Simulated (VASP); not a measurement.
# C (P-1) in VASP: notebook, part 2 of 2

VASP 6.6.1. The steps go on from the part before.

### Step 4. Single point, PBEsol (atom 1 (C) moved by (+0.300, -0.600) A along [1 1 0] and z)

INCAR reads:

```
SYSTEM = C
ALGO = Normal ; EDIFF = 1E-7
ENCUT = 520 ; GGA = PS
ISIF = 2 ; ISMEAR = 0
LASPH = .True. ; LCHARG = .False.
LREAL = .False. ; LWAVE = .False.
NBANDS = 11 ; NELM = 100
PREC = Accurate ; SIGMA = 0.05
```

KPOINTS reads:

```
k-points
0
Gamma
  14 14 14
  0 0 0
```

POSCAR reads:

```
C
1.0
    0.0000000000      2.1270000000      3.3480000000
    1.2280000000      0.0000000000      3.3480000000
    1.2280000000      2.1270000000      0.0000000000
C
2
Direct
    0.0405577738      0.7802307567      0.3925151996
    0.8333300000      0.1666700000      0.8333300000
```

Potentials or basis: VASP PAW PBE potentials, release 64 (C).

Run with:

```bash
$ cat potpaw_PBE.64/C/POTCAR > POTCAR
$ mpirun -np 1 vasp_std > vasp.out
```

OUTCAR:

```text
SYSTEM = C
   EDIFF = 1E-7
   ENCUT = 520
   GGA = PS
   ISIF = 2
   ISMEAR = 0
   LASPH = .True.
   LREAL = .False.
   NELM = 100
   PREC = Accurate

 ion  position               nearest neighbor table
   1  0.041  0.780  0.393-   2 1.28   2 1.64   2 1.75
   2  0.833  0.167  0.833-   1 1.28   1 1.64   1 1.75

  LATTYP: Found a face centered orthorhombic cell.
 ALAT       =     2.4560000000
 B/A-ratio  =     1.7320846906
 C/A-ratio  =     2.7263843648

  Lattice vectors:

 A1 = (   0.0000000000,   2.1270000000,   3.3480000000)
 A2 = (   1.2280000000,   0.0000000000,   3.3480000000)
 A3 = (   1.2280000000,   2.1270000000,   0.0000000000)

Analysis of symmetry for initial positions (statically):
=====================================================================
 Subroutine PRICEL returns:
 Original cell was already a primitive cell.

 Routine SETGRP: Setting up the symmetry group for a
 face centered orthorhombic supercell.

 Subroutine GETGRP returns: Found  2 space group operations
 (whereof  1 operations were pure point group operations)
 out of a pool of  8 trial point group operations.

The static configuration has the point symmetry C_1 .
 The point group associated with its full space group is S_2 .

Analysis of symmetry for dynamics (positions and initial velocities):
=====================================================================
 Subroutine PRICEL returns:
 Original cell was already a primitive cell.

 Routine SETGRP: Setting up the symmetry group for a
 face centered orthorhombic supercell.

 Subroutine GETGRP returns: Found  2 space group operations
 (whereof  1 operations were pure point group operations)
 out of a pool of  8 trial point group operations.

The dynamic configuration has the point symmetry C_1 .
 The point group associated with its full space group is S_2 .

 Subroutine INISYM returns: Found  2 space group operations
 (whereof  1 operations are pure point group operations),
 and found     1 'primitive' translations

[... 119 lines left out ...]
   GGA     = PS    functional components
   LHFCALC =     F    Hartree Fock is set to
   AEXX    =    0.0000 exact exchange contribution
   IVDW    =     0    specifies the selected vdW correction
   LEPSILON=     F    determine dielectric tensor
   LRPA    =     F    only Hartree local field effects (RPA)
 non-spin polarized calculation
 Gauss-broadening in eV      SIGMA  =   0.05
  energy-cutoff  :      520.00
  volume of cell :       17.49
 maximum number of plane-waves:       499
 NGX is ok and might be reduce to    30
   NGX = 15   NGY = 13   NGZ =  9

 number of electron       8.0000000 magnetization

 Free energy of the ion-electron system (eV)
  ---------------------------------------------------
  ext. energy  EPLUGINS =         0.00000000
  ---------------------------------------------------
  free energy    TOTEN  =       -15.28514027 eV

  energy without entropy =      -15.28468365  energy(sigma->0) =      -15.28491196

 E-fermi :   4.4858     XC(G=0): -10.9914

 val. band max:        4.4855726282   @ k =   0.1429   0.0000   0.0000
 cond. band min:       4.4910110764   @ k =   0.3571   0.2857   0.4286
 fundamental gap:      0.0054384482
 Fermi energy:         4.4857694864

 k-point     1 :       0.0000    0.0000    0.0000
  band No.  band energies     occupation
      1     -14.5820      2.00000
      2      -1.1265      2.00000
      3       0.9517      2.00000
      4       4.6350      0.00002
      5       7.6554      0.00000
      6       8.3960      0.00000
      7      13.0816      0.00000
      8      19.7180      0.00000
      9      20.1765      0.00000
     10      26.4682      0.00000
     11      27.7085      0.00000
[... 309 lines left out ...]
 k-point    24 :       0.0000   -0.0000    0.4286
  band No.  band energies     occupation
      1     -10.3407      2.00000
      2      -6.6213      2.00000
      3       1.5070      2.00000
      4       1.6862      2.00000
      5       4.3669      1.99923
      6      12.5806      0.00000
      7      14.4101      0.00000
      8      16.5346      0.00000
      9      22.1752      0.00000
     10      23.7828      0.00000
     11      25.9824      0.00000

 [... further k-points ...]

------------------------ aborting loop because EDIFF is reached ----------------------------------------

  FORCE on cell =-STRESS in cart. coord.  units (eV):
  Direction    XX          YY          ZZ          XY          YZ          ZX
  --------------------------------------------------------------------------------------
  -------------------------------------------------------------------------------------
  Total        4.1767816      2.0923712     -3.6717876      1.9002446      2.8494348      4.8075905
  in kB      382.6229815    191.6761212   -336.3619233    174.0759579    261.0285424    440.4095712
  external PRESSURE =      79.3123931 kB  Pullay stress =       0.0000000 kB

 VOLUME and BASIS-vectors are now :
 -----------------------------------------------------------------------------
  energy-cutoff  :      520.00
  volume of cell :       17.49
      direct lattice vectors                 reciprocal lattice vectors
     0.000000000  2.127000000  3.348000000    -0.407166124  0.235072873  0.149342891
     1.228000000  0.000000000  3.348000000     0.407166124 -0.235072873  0.149342891
     1.228000000  2.127000000  0.000000000     0.407166124  0.235072873 -0.149342891

 POSITION                                       TOTAL-FORCE (eV/Angst)
 -----------------------------------------------------------------------------------
      1.44013      0.92115      2.74800        -7.907331     -4.247385      4.487821
      1.22800      3.54499      3.34800         7.907331      4.247385     -4.487821
 -----------------------------------------------------------------------------------
    total drift:                               -0.000002      0.000001      0.000007

  FREE ENERGIE OF THE ION-ELECTRON SYSTEM (eV)
  ---------------------------------------------------
  free  energy   TOTEN  =       -15.2851402719 eV

  energy  without entropy=      -15.2846836534  energy(sigma->0) =      -15.28491196
```

Run time: 2.5 min. Hardware: 1 thread of AMD EPYC 9R45 (Zen 5), shared host; peak memory 0.28 GiB.

Results:

- Free energy: -15.2851 eV
- Pressure: 7.9 GPa
- Largest force: 10.035 eV/Å
- Band gap on the k mesh: zero (bands 4 and 5 overlap by 4.25 eV)

Forces in eV/Å, atoms in the order of the input:
```
C   -7.907 -4.247  4.488
C    7.907  4.247 -4.488
```

Caveat: the cell differs from its parent crystal (atom 1 (C) moved by (+0.300, -0.600) A along [1 1 0] and z); the cell stands under pressure; this functional lacks dispersion, which binds the layers, so the pressure and a relaxed spacing across them are unreliable; the PAW data sets were made with another functional, which shifts forces and pressure a little.

### Step 5. Single point, PBEsol (atom 1 (C) moved by (-0.300, -0.300) A along [1 1 0] and z)

INCAR reads:

```
  ALGO = Normal
  EDIFF = 1E-6
  ENCUT = 520
  GGA = PS
  ISIF = 2
  ISMEAR = 0
  LASPH = True
  LCHARG = True
  LELF = True
  LREAL = False
  LVHAR = True
  LWAVE = False
  NBANDS = 11
  NELM = 100
  PREC = Accurate
  SIGMA = 0.05
```

KPOINTS reads:

```
k-points
0
Gamma
  14 14 14
```

Changes to POSCAR since step 4:

```diff
@@ -8,3 +8,3 @@
 Direct
-    0.0405577738      0.7802307567      0.3925151996
+    0.1583736241      0.7520206411      0.0752334025
     0.8333300000      0.1666700000      0.8333300000
```

Run with:

```bash
$ cat potpaw_PBE.64/C/POTCAR > POTCAR
$ mpirun -np 1 vasp_std > vasp.out
```

It took 2.4 min on 1 thread of AMD EPYC 9R45 (Zen 5), shared host; peak memory 0.28 GiB.

It converged, with:

| Quantity | Value |
| --- | --- |
| Free energy | -17.0074 eV |
| Pressure | 21.5 GPa |
| Largest force | 9.347 eV/Å |
| Band gap on the k mesh | zero (bands 4 and 5 overlap by 3.70 eV) |

Forces on the atoms (eV/Å):
```
C    2.953  8.493  2.551
C   -2.953 -8.493 -2.551
```

Stress tensor (GPa, compression positive):
```
 13.66 -10.46  -7.79
-10.46  58.56 -22.89
 -7.79 -22.89  -7.63
```

Levels at points of the mesh, in eV from the Fermi level:
| k point | band 2 | band 3 | band 4 | band 5 | band 6 | band 7 |
| --- | --- | --- | --- | --- | --- | --- |
| (0.00, 0.00, 0.00) | -6.69 | -6.20 | 1.58 | 2.91 | 3.07 | 11.67 |
| (0.50, 0.00, 0.00) | -13.59 | -4.37 | -2.15 | -0.09 | 4.05 | 12.16 |
| (0.50, 0.50, 0.50) | -11.50 | -7.92 | -3.81 | 2.58 | 6.49 | 12.87 |
| (0.00, 0.00, 0.50) | -11.50 | -7.91 | -4.12 | 4.45 | 6.43 | 8.73 |
| (0.00, 0.50, 0.00) | -13.58 | -4.28 | -2.81 | 1.00 | 3.97 | 10.51 |
| (0.50, 0.50, 0.00) | -8.91 | -6.18 | 2.16 | 3.00 | 8.80 | 9.91 |
| (0.50, 0.00, 0.50) | -13.93 | -4.42 | -0.58 | -0.29 | 5.85 | 10.71 |
| (0.00, 0.50, 0.50) | -13.70 | -4.46 | -2.23 | -1.54 | 5.64 | 13.75 |

Caveat: the cell differs from its parent crystal (atom 1 (C) moved by (-0.300, -0.300) A along [1 1 0] and z); the cell stands under pressure; this functional lacks dispersion, which binds the layers, so the pressure and a relaxed spacing across them are unreliable; the PAW data sets were made with another functional, which shifts forces and pressure a little.

### Step 6. Single point, PBEsol (atom 1 (C) moved by (+0.300, -0.300) A along [1 1 0] and z)

INCAR reads:

```
PREC = Accurate
ENCUT = 520
EDIFF = 1E-6
ISMEAR = 0
SIGMA = 0.05
LREAL = False
LASPH = True
NELM = 80
ALGO = Normal
ISIF = 2
LWAVE = False
LCHARG = False
GGA = PS
NBANDS = 11
```

KPOINTS reads:

```
regular mesh
0
Gamma
  14 14 14
```

Changes to POSCAR since step 5:

```diff
@@ -8,3 +8,3 @@
 Direct
-    0.1583736241      0.7520206411      0.0752334025
+    0.0853606411      0.8250336241      0.3477123322
     0.8333300000      0.1666700000      0.8333300000
```

Potentials or basis: VASP PAW PBE potentials, release 64 (C).

Run with:

```bash
$ cat potpaw_PBE.64/C/POTCAR > POTCAR
$ mpirun -np 1 vasp_std > vasp.out
```

It took 2.3 min on 1 thread of AMD EPYC 9R45 (Zen 5), shared host; peak memory 0.28 GiB.

It converged, with:

- Free energy: -16.1216 eV
- Pressure: 39.7 GPa
- Largest force: 19.206 eV/Å
- Band gap on the k mesh: zero (bands 4 and 5 overlap by 3.41 eV)

Forces on the atoms (eV/Å):
```
C   -16.506  -9.740   1.255
C    16.506   9.740  -1.255
```

Stress tensor (GPa, compression positive):
```
95.39 46.00 46.01
46.00 27.14 27.41
46.01 27.41 -3.45
```

Levels at points of the mesh, in eV from the Fermi level:
| k point | band 1 | band 2 | band 3 | band 4 | band 5 | band 6 | band 7 | band 8 |
| --- | --- | --- | --- | --- | --- | --- | --- | --- |
| (0.00, 0.00, 0.00) | -20.00 | -6.87 | -6.04 | 1.79 | 2.41 | 2.79 | 9.59 | 12.96 |
| (0.50, 0.00, 0.00) | -15.52 | -12.56 | -5.25 | -3.27 | 1.01 | 3.63 | 12.53 | 14.69 |
| (0.50, 0.50, 0.50) | -15.65 | -13.10 | -4.94 | -2.36 | -0.34 | 7.84 | 10.72 | 14.33 |
| (0.00, 0.00, 0.50) | -15.64 | -13.11 | -4.95 | -1.49 | -1.48 | 7.94 | 11.09 | 14.40 |
| (0.00, 0.50, 0.00) | -15.52 | -12.55 | -5.23 | -3.81 | 2.55 | 3.73 | 9.92 | 14.27 |
| (0.50, 0.50, 0.00) | -19.68 | -9.10 | -5.98 | 1.93 | 2.82 | 8.64 | 8.99 | 11.32 |
| (0.50, 0.00, 0.50) | -15.62 | -11.99 | -6.76 | -3.26 | 3.49 | 5.03 | 10.94 | 11.48 |
| (0.00, 0.50, 0.50) | -15.42 | -11.76 | -6.74 | -4.69 | 2.05 | 4.72 | 11.79 | 16.36 |

Caveat: the cell differs from its parent crystal (atom 1 (C) moved by (+0.300, -0.300) A along [1 1 0] and z); the cell stands under pressure; this functional lacks dispersion, which binds the layers, so the pressure and a relaxed spacing across them are unreliable; the PAW data sets were made with another functional, which shifts forces and pressure a little.

### Step 7. Single point, PBEsol (atom 1 (C) moved by (+0.600, -0.300) A along [1 1 0] and z)

INCAR reads:

```
SYSTEM = C
PREC     = Accurate       ! precision mode
ENCUT    = 520            ! plane-wave cutoff, eV
EDIFF    = 1E-7           ! SCF threshold, eV
ISMEAR   = 0              ! smearing method
SIGMA    = 0.05           ! smearing width, eV
LREAL    = .False.        ! projectors in reciprocal space
LASPH    = .True.         ! aspherical terms in the spheres
NELM     = 80             ! most SCF steps
ALGO     = Normal         ! electronic algorithm
ISIF     = 2              ! what is computed and relaxed
LWAVE    = .False.        ! write WAVECAR
LCHARG   = .True.         ! write CHGCAR
GGA      = PS             ! functional
LELF     = .True.         ! ELF
LVHAR    = .True.       
NBANDS   = 11             ! bands
```

KPOINTS reads:

```
Automatic mesh
0
Gamma
  14 14 14
  0 0 0
```

Changes to POSCAR since step 6:

```diff
@@ -8,3 +8,3 @@
 Direct
-    0.0853606411      0.8250336241      0.3477123322
+    0.0488541497      0.8615401156      0.4839517971
     0.8333300000      0.1666700000      0.8333300000
```

Potentials or basis: VASP PAW PBE potentials, release 64 (C).

Run with:

```bash
$ cat potpaw_PBE.64/C/POTCAR > POTCAR
$ mpirun -np 1 vasp_std > vasp.out
```

OUTCAR:

```text
SYSTEM = C
   PREC = Accurate
   ENCUT = 520
   EDIFF = 1E-7
   ISMEAR = 0
   LREAL = .False.
   LASPH = .True.
   NELM = 80
   ISIF = 2
   GGA = PS

 ion  position               nearest neighbor table
   1  0.049  0.862  0.484-   2 0.90   2 1.70   2 1.91
   2  0.833  0.167  0.833-   1 0.90   1 1.70   1 1.91

 -----------------------------------------------------------------------------
|                                                                             |
|           W    W    AA    RRRRR   N    N  II  N    N   GGGG   !!!           |
|           W    W   A  A   R    R  NN   N  II  NN   N  G    G  !!!           |
|           W    W  A    A  R    R  N N  N  II  N N  N  G       !!!           |
|           W WW W  AAAAAA  RRRRR   N  N N  II  N  N N  G  GGG   !            |
|           WW  WW  A    A  R   R   N   NN  II  N   NN  G    G                |
|           W    W  A    A  R    R  N    N  II  N    N   GGGG   !!!           |
|                                                                             |
|     The distance between some ions is very small. Please check the          |
|     nearest-neighbor list in the OUTCAR file.                               |
|     I HOPE YOU KNOW WHAT YOU ARE DOING!                                     |
|                                                                             |
 -----------------------------------------------------------------------------
[... 519 lines left out ...]
  band No.  band energies     occupation
      1     -11.9879      2.00000
      2      -6.5418      2.00000
      3      -0.4079      2.00000
      4       0.3576      2.00000
      5       4.6326      0.00000
      6      13.6733      0.00000
      7      15.8360      0.00000
      8      16.8214      0.00000
      9      22.0114      0.00000
     10      23.0215      0.00000
     11      27.8725      0.00000

 [... further k-points ...]

------------------------ aborting loop because EDIFF is reached ----------------------------------------

  FORCE on cell =-STRESS in cart. coord.  units (eV):
  Direction    XX          YY          ZZ          XY          YZ          ZX
  --------------------------------------------------------------------------------------
  -------------------------------------------------------------------------------------
  Total       56.1725656     13.1471026      6.5855476     21.0116536      7.9486380     24.0134558
  in kB     5145.8075647   1204.3683467    603.2831222   1924.8172943    728.1519234   2199.8037824
  external PRESSURE =    2317.8196779 kB  Pullay stress =       0.0000000 kB

 VOLUME and BASIS-vectors are now :
 -----------------------------------------------------------------------------
  energy-cutoff  :      520.00
  volume of cell :       17.49
      direct lattice vectors                 reciprocal lattice vectors
     0.000000000  2.127000000  3.348000000    -0.407166124  0.235072873  0.149342891
     1.228000000  0.000000000  3.348000000     0.407166124 -0.235072873  0.149342891
     1.228000000  2.127000000  0.000000000     0.407166124  0.235072873 -0.149342891

 POSITION                                       TOTAL-FORCE (eV/Angst)
 -----------------------------------------------------------------------------------
      1.65226      1.13328      3.04800       -80.064804    -26.473573    -21.732605
      1.22800      3.54499      3.34800        80.064804     26.473573     21.732605
 -----------------------------------------------------------------------------------
    total drift:                                0.000001      0.000001      0.000009

  FREE ENERGIE OF THE ION-ELECTRON SYSTEM (eV)
  ---------------------------------------------------
  free  energy   TOTEN  =        -3.7459267867 eV

  energy  without entropy=       -3.7459267867  energy(sigma->0) =       -3.74592679
```

stdout:

```text
POSCAR found type information on POSCAR C
 POSCAR found :  1 types and       2 ions
 scaLAPACK will be used
 -----------------------------------------------------------------------------
|                                                                             |
|                                                                             |
|     You enforced a specific xc type in the INCAR file but a different       |
[... 17 lines left out ...]
|                                                                             |
 -----------------------------------------------------------------------------

 POSCAR, INCAR and KPOINTS ok, starting setup
 FFT: planning ... GRIDC
 FFT: planning ... GRID_SOFT
 FFT: planning ... GRID
 WAVECAR not read
 entering main loop
```

Wall time 2.7 min (1 thread of AMD EPYC 9R45 (Zen 5), shared host); peak memory 0.29 GiB.

What came out:

| Quantity | Value |
| --- | --- |
| Free energy | -3.7459 eV |
| Pressure | 231.8 GPa |
| Largest force | 87.083 eV/Å |
| Band gap on the k mesh | 0.43 eV (least direct gap 0.98 eV) |

Forces on the atoms (eV/Å):
```
C   -80.065 -26.474 -21.733
C    80.065  26.474  21.733
```

Stress tensor (GPa, compression positive):
```
514.58 192.48 219.98
192.48 120.44  72.82
219.98  72.82  60.33
```

Levels at points of the mesh, in eV from the valence-band top:
```tsv
k point	band 2	band 3	band 4	band 5	band 6	band 7
(0.00, 0.00, 0.00)	-6.42	-5.91	-0.24	4.11	8.10	8.91
(0.50, 0.00, 0.00)	-10.46	-3.71	-1.74	0.66	3.98	13.28
(0.50, 0.50, 0.50)	-10.29	-4.01	-3.53	2.63	9.35	10.09
(0.00, 0.00, 0.50)	-10.35	-4.01	-2.84	0.76	10.10	12.82
(0.00, 0.50, 0.00)	-10.41	-4.16	-1.43	0.57	5.34	11.44
(0.50, 0.50, 0.00)	-8.36	-5.68	-0.22	6.79	8.80	11.87
(0.50, 0.00, 0.50)	-10.24	-5.13	-3.88	4.04	7.34	11.95
(0.00, 0.50, 0.50)	-10.01	-4.97	-4.93	3.65	5.24	12.97
```

Caveat: the cell differs from its parent crystal (atom 1 (C) moved by (+0.600, -0.300) A along [1 1 0] and z); atoms lie so close that the PAW spheres overlap strongly, which falsifies energies and pressures; the cell stands under pressure; the PAW data sets were made with another functional, which shifts forces and pressure a little. A k mesh can miss the band edges.

### Step 8. Overview

| cell | gap on the mesh (eV) | pressure (GPa) | largest force (eV/Å) |
| --- | --- | --- | --- |
| as given, atomic positions A | none | 75.0 | 18.79 |
| as given, atomic positions B | none | -2.2 | 7.27 |
| as given, atomic positions C | none | 7.9 | 10.04 |
| as given, atomic positions D | none | 21.5 | 9.35 |
| as given, atomic positions E | none | 39.7 | 19.21 |
| as given, atomic positions F | 0.43 | 231.8 | 87.08 |

Alike in all rows: task single point; level PBEsol; potentials or basis VASP PAW PBE potentials, release 64 (C); no spin polarisation; k mesh 14 × 14 × 14; cutoff (eV) 520; smearing gaussian 0.05 eV.

Caveats: the PAW data sets were made with another functional, which shifts forces and pressure a little; the cell stands under pressure (at least some runs); this functional lacks dispersion, which binds the layers, so the pressure and a relaxed spacing across them are unreliable (at least some runs); atoms lie so close that the PAW spheres overlap strongly, which falsifies energies and pressures (at least some runs).

Total energies depend on the potentials used, so only differences within one code and one set of settings carry meaning.
